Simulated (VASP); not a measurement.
# Si in VASP: a series of runs

The runs below take Si through single point, with LDA.

Everything below comes from runs of VASP 6.6.1. Logs are shortened: lines on timing, memory, paths and dates and some standing lists are left out, and cuts for length are marked.

## Step 1: The cell of the first run

The structure is cubic, space group Fd-3m (No. 227). Conventional cell: a = 5.402 Å, b = 5.402 Å, c = 5.402 Å, α = 90.00°, β = 90.00°, γ = 90.00°. Within 3.1 Å of Si (site symmetry -43m) lie 4 Si at 2.34 Å.

## Step 2: Single point, LDA

File INCAR:

```
ALGO = Normal
EDIFF = 1E-7
ENCUT = 520
ISIF = 2
ISMEAR = 0
LASPH = T
LCHARG = T
LELF = T
LREAL = F
LVHAR = T
LWAVE = F
NBANDS = 11
NELM = 80
PREC = Accurate
SIGMA = 0.01
```

File KPOINTS:

```
k-points
0
Gamma
  8 8 8
```

File POSCAR:

```
Si
1.0
    2.7009789307      2.7009789307      0.0000000000
   -2.7009789307      2.7009789307      0.0000000000
    0.0000000000      2.7009789307      2.7009789307
Si
2
Direct
    0.2500000000      0.7500000000      0.5000000000
    0.0000000000      0.0000000000      0.0000000000
```

Potentials or basis: VASP PAW LDA potentials, release 64 (Si).

Started as:

```console
$ cat potpaw_LDA.64/Si/POTCAR > POTCAR
$ mpirun -np 1 vasp_std > vasp.out
```

OUTCAR:

```text
EDIFF = 1E-7
   ENCUT = 520
   ISIF = 2
   ISMEAR = 0
   LASPH = T
   LREAL = F
   NELM = 80
   PREC = Accurate

 ion  position               nearest neighbor table
   1  0.250  0.750  0.500-   2 2.34   2 2.34   2 2.34   2 2.34
   2  0.000  0.000  0.000-   1 2.34   1 2.34   1 2.34   1 2.34

  LATTYP: Found a face centered cubic cell.
 ALAT       =     5.4019578614

  Lattice vectors:

 A1 = (   0.0000000000,   2.7009789307,   2.7009789307)
 A2 = (   2.7009789307,   0.0000000000,   2.7009789307)
 A3 = (   2.7009789307,   2.7009789307,   0.0000000000)

Analysis of symmetry for initial positions (statically):
=====================================================================
 Subroutine PRICEL returns:
 Original cell was already a primitive cell.

 Routine SETGRP: Setting up the symmetry group for a
 face centered cubic supercell.

 Subroutine GETGRP returns: Found 48 space group operations
 (whereof 24 operations were pure point group operations)
 out of a pool of 48 trial point group operations.

The static configuration has the point symmetry T_d .
 The point group associated with its full space group is O_h .

Analysis of symmetry for dynamics (positions and initial velocities):
=====================================================================
 Subroutine PRICEL returns:
 Original cell was already a primitive cell.

 Routine SETGRP: Setting up the symmetry group for a
 face centered cubic supercell.

 Subroutine GETGRP returns: Found 48 space group operations
 (whereof 24 operations were pure point group operations)
 out of a pool of 48 trial point group operations.

The dynamic configuration has the point symmetry T_d .
 The point group associated with its full space group is O_h .

 Subroutine INISYM returns: Found 48 space group operations
 (whereof 24 operations are pure point group operations),
 and found     1 'primitive' translations

----------------------------------------------------------------------------------------

                                     Primitive cell

  volume of cell :      39.4088

  direct lattice vectors                    reciprocal lattice vectors
     2.700978931  2.700978931  0.000000000     0.185118067  0.185118067 -0.185118067
    -2.700978931  2.700978931  0.000000000    -0.185118067  0.185118067 -0.185118067
     0.000000000  2.700978931  2.700978931     0.000000000  0.000000000  0.370236135

  length of vectors
     3.819761035  3.819761035  3.819761035     0.320633898  0.320633898  0.370236135

  position of ions in fractional coordinates (direct lattice)
     0.250000000  0.750000000  0.500000000
     0.000000000  0.000000000  0.000000000

  ion indices of the primitive-cell ions
   primitive index   ion index
                 1           1
                 2           2

----------------------------------------------------------------------------------------

 KPOINTS: k-points

Automatic generation of k-mesh.
 Grid dimensions read from file:
 generate k-points for:    8    8    8

 Generating k-lattice:

  Cartesian coordinates                     Fractional coordinates (reciprocal lattice)
     0.023139758  0.023139758 -0.023139758     0.125000000  0.000000000  0.000000000
    -0.023139758  0.023139758 -0.023139758     0.000000000  0.125000000  0.000000000
     0.000000000  0.000000000  0.046279517     0.000000000  0.000000000  0.125000000

  Length of vectors
     0.040079237  0.040079237  0.046279517

  Shift w.r.t. Gamma in fractional coordinates (k-lattice)
     0.000000000  0.000000000  0.000000000

 Subroutine IBZKPT returns following result:
 ===========================================

 Found     29 irreducible k-points:

 Following reciprocal coordinates:
            Coordinates               Weight
  0.000000  0.000000  0.000000      1.000000
  0.125000  0.000000  0.000000      8.000000
  0.250000  0.000000  0.000000      8.000000
  0.375000  0.000000  0.000000      8.000000
  0.500000  0.000000  0.000000      4.000000
  0.125000  0.125000  0.000000     12.000000
[... 16 lines left out ...]
  0.375000  0.250000  0.125000     48.000000
  0.500000  0.250000  0.125000     24.000000
 [... further k-points ...]
   k-points           NKPTS =     29   k-points in BZ     NKDIM =     29   number of bands    NBANDS=     11
   number of dos      NEDOS =    301   number of ions     NIONS =      2
   total plane-waves  NPLWV =  21952
   dimension x,y,z NGX =    28 NGY =   28 NGZ =   28
   dimension x,y,z NGXF=    56 NGYF=   56 NGZF=   56
   ions per type =               2
   NGX,Y,Z   is equivalent  to a cutoff of  12.19, 12.19, 12.19 a.u.
   NGXF,Y,Z  is equivalent  to a cutoff of  24.37, 24.37, 24.37 a.u.
 SYSTEM =  unknown system
   PREC   = accura    normal or accurate (medium, high low for compatibility)
   ISTART =      0    job   : 0-new  1-cont  2-samecut
   ICHARG =      2    charge: 1-file 2-atom 10-const
   ISPIN  =      1    spin polarized calculation?
   LNONCOLLINEAR =      F non collinear calculations
   LSORBIT =      F    spin-orbit coupling
   LASPH  =      T    aspherical Exc in radial PAW
   ENCUT  =  520.0 eV  38.22 Ry    6.18 a.u.   7.10  7.10  7.10*2*pi/ulx,y,z
   NELM   =     80;   NELMIN=  2; NELMDL= -5     # of ELM steps
   EDIFF  = 0.1E-06   stopping-criterion for ELM
   LREAL  =      F    real-space projection
   EDIFFG = 0.1E-05   stopping-criterion for IOM
   NSW    =      0    number of steps for IOM
   IBRION =     -1    ionic relax: 0-MD 1-quasi-New 2-CG
   NFREE  =      0    steps in history (QN), initial steepest desc. (CG)
   ISIF   =      2    stress and relaxation
   ISYM   =      2    0-nonsym 1-usesym 2-fastsym
   POTIM  = 0.5000    time-step for ionic-motion
   TEBEG  =    0.0;   TEEND  =   0.0 temperature during run
   PSTRESS=    0.0 pullay stress
   NELECT =       8.0000    total number of electrons
   NUPDOWN=      -1.0000    fix difference up-down
   EMIN   =  10.00;   EMAX   =-10.00  energy-range for DOS
   EFERMI =   0.00;   METHOD = LEGACY
   ISMEAR =     0;   SIGMA  =   0.01  broadening in eV -4-tet -1-fermi 0-gaus
   EFERMI_NEDOS =   21; number of points for ismear=-14 and -15
   IALGO  =     38    algorithm
   IMIX   =      4    mixing-type and parameters
     AMIX     =   0.40;   BMIX     =  1.00
     AMIX_MAG =   1.60;   BMIX_MAG =  1.00
  volume/ion in A,a.u.               =      19.70       132.97
  Fermi-wavevector in a.u.,A,eV,Ry     =   0.962144  1.818189 12.595213  0.925722
  Thomas-Fermi vector in A             =   2.091578
   LORBIT       =      0    0 simple, 1 ext, 2 COOP (PROOUT), +10 PAW based schemes
   GGA     = CA    functional components
   LHFCALC =     F    Hartree Fock is set to
   AEXX    =    0.0000 exact exchange contribution
   IVDW    =     0    specifies the selected vdW correction
   LEPSILON=     F    determine dielectric tensor
   LRPA    =     F    only Hartree local field effects (RPA)
 non-spin polarized calculation
 Gauss-broadening in eV      SIGMA  =   0.01
  energy-cutoff  :      520.00
  volume of cell :       39.41
 maximum number of plane-waves:      1072
   NGX = 15   NGY = 15   NGZ = 15

 number of electron       8.0000001 magnetization

 Free energy of the ion-electron system (eV)
  ---------------------------------------------------
  ext. energy  EPLUGINS =         0.00000000
  ---------------------------------------------------
  free energy    TOTEN  =       -11.91556950 eV

  energy without entropy =      -11.91556950  energy(sigma->0) =      -11.91556950

 E-fermi :   5.9957     XC(G=0):  -9.6651

 val. band max:        5.9349164958   @ k =   0.0000   0.0000   0.0000
 cond. band min:       6.4243269257   @ k =  -0.3750   0.3750   0.0000
 fundamental gap:      0.4894104299
 Fermi energy:         5.9957240101

 k-point     1 :       0.0000    0.0000    0.0000
  band No.  band energies     occupation
      1      -6.1321      2.00000
      2       5.9349      2.00000
      3       5.9349      2.00000
      4       5.9349      2.00000
      5       8.4650      0.00000
      6       8.4650      0.00000
      7       8.4650      0.00000
      8       9.3270      0.00000
      9      13.6701      0.00000
     10      13.6701      0.00000
     11      13.6791      0.00000

 k-point     2 :       0.1250    0.0000    0.0000
  band No.  band energies     occupation
      1      -5.9251      2.00000
      2       4.3177      2.00000
      3       5.6407      2.00000
      4       5.6407      2.00000
      5       8.4028      0.00000
      6       8.8957      0.00000
      7       8.8957      0.00000
      8      10.6583      0.00000
      9      13.1590      0.00000
     10      13.1590      0.00000
     11      14.4931      0.00000

 k-point     3 :       0.2500    0.0000    0.0000
  band No.  band energies     occupation
      1      -5.3205      2.00000
      2       1.9628      2.00000
      3       5.1656      2.00000
      4       5.1656      2.00000
      5       7.9183      0.00000
      6       9.4100      0.00000
      7       9.4100      0.00000
      8      12.8298      0.00000
      9      13.1036      0.00000
     10      13.1036      0.00000
     11      14.7636      0.00000
[... 267 lines left out ...]
 k-point    23 :       0.3750    0.2500    0.1250
  band No.  band energies     occupation
      1      -3.8788      2.00000
      2       0.0468      2.00000
      3       2.5459      2.00000
      4       3.9689      2.00000
      5       8.7415      0.00000
      6       9.4310      0.00000
      7      10.8998      0.00000
      8      11.8493      0.00000
      9      14.9445      0.00000
     10      15.6228      0.00000
     11      17.8699      0.00000

 k-point    24 :       0.5000    0.2500    0.1250
  band No.  band energies     occupation
      1      -3.2085      2.00000
      2      -0.9220      2.00000
      3       2.4193      2.00000
      4       3.7331      2.00000
      5       8.9551      0.00000
      6       8.9745      0.00000
      7      11.8273      0.00000
      8      13.0034      0.00000
      9      13.3028      0.00000
     10      16.4682      0.00000
     11      17.6290      0.00000

 [... further k-points ...]

------------------------ aborting loop because EDIFF is reached ----------------------------------------

  FORCE on cell =-STRESS in cart. coord.  units (eV):
  Direction    XX          YY          ZZ          XY          YZ          ZX
  --------------------------------------------------------------------------------------
  -------------------------------------------------------------------------------------
  Total        0.0136022      0.0136022      0.0136022      0.0000000      0.0000000     -0.0000000
  in kB        0.5529993      0.5529993      0.5529993      0.0000000      0.0000000     -0.0000000
  external PRESSURE =       0.5529993 kB  Pullay stress =       0.0000000 kB

 VOLUME and BASIS-vectors are now :
 -----------------------------------------------------------------------------
  energy-cutoff  :      520.00
  volume of cell :       39.41
      direct lattice vectors                 reciprocal lattice vectors
     2.700978931  2.700978931  0.000000000     0.185118067  0.185118067 -0.185118067
    -2.700978931  2.700978931  0.000000000    -0.185118067  0.185118067 -0.185118067
     0.000000000  2.700978931  2.700978931     0.000000000  0.000000000  0.370236135

 POSITION                                       TOTAL-FORCE (eV/Angst)
 -----------------------------------------------------------------------------------
     -1.35049      4.05147      1.35049        -0.000000      0.000000      0.000000
      0.00000      0.00000      0.00000         0.000000     -0.000000      0.000000
 -----------------------------------------------------------------------------------
    total drift:                                0.000000     -0.000000     -0.000000

  FREE ENERGIE OF THE ION-ELECTRON SYSTEM (eV)
  ---------------------------------------------------
  free  energy   TOTEN  =       -11.9155694999 eV

  energy  without entropy=      -11.9155694999  energy(sigma->0) =      -11.91556950
```

It took 8 s on 1 thread of Intel Xeon 6975P-C, shared host; peak memory 0.13 GiB.

Results:

```yaml
Free_energy: -11.9156 eV
Pressure: 0.1 GPa
Band_gap_on_the_k_mesh: 0.49 eV, indirect (least direct gap 2.53 eV)
```

[end of part 1 of 3]
